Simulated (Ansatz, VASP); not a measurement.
# Co: VASP beside Ansatz

```
Co
1.0
     2.35282    0.00000    0.00000
     0.00000    2.35282    0.00000
     0.00000    0.00000    3.32631
Co
2
Direct
  0.00000 0.00000 0.00000
  0.50000 0.50000 0.50000
```

Alike in both runs: task single point; functional LDA; k mesh 15 × 15 × 11; occupations fermi-dirac, width 0.05 eV; collinear spin.

|  | VASP | Ansatz |
| --- | --- | --- |
| version | VASP 6.6.1 | Ansatz 0.2.0 |
| potentials or method | VASP PAW LDA potentials, release 64 (Co), cutoff 520 eV | plane waves (420 eV) with PAW, scalar-relativistic |
| valence electrons in the cell | 18 | 34 |

|  | VASP | Ansatz | Ansatz less VASP |
| --- | --- | --- | --- |
| pressure (GPa) | 19.3 | 26.1 | +6.79 |
| traceless stress, the component that is largest in VASP (GPa) | 0.21 | 0.31 | +0.096 |
| net moment per atom (μB) | 0.94 | 1.31 | +0.371 |
| size of the moment on the site where the two differ most (μB) | 0.93 | 1.34 | +0.412 |

The net moments are unlike, so the other rows may belong to different states. Ansatz warns that its potentials were made for another functional, while VASP's fit it. LDA's correlation is that of Perdew and Zunger in VASP and of Perdew and Wang (1992) in Ansatz. Site moments also hang on the region over which each program counts them. VASP's potentials hold 18 valence electrons a cell and Ansatz's 34, so a difference there can come from the potentials and not from the codes.
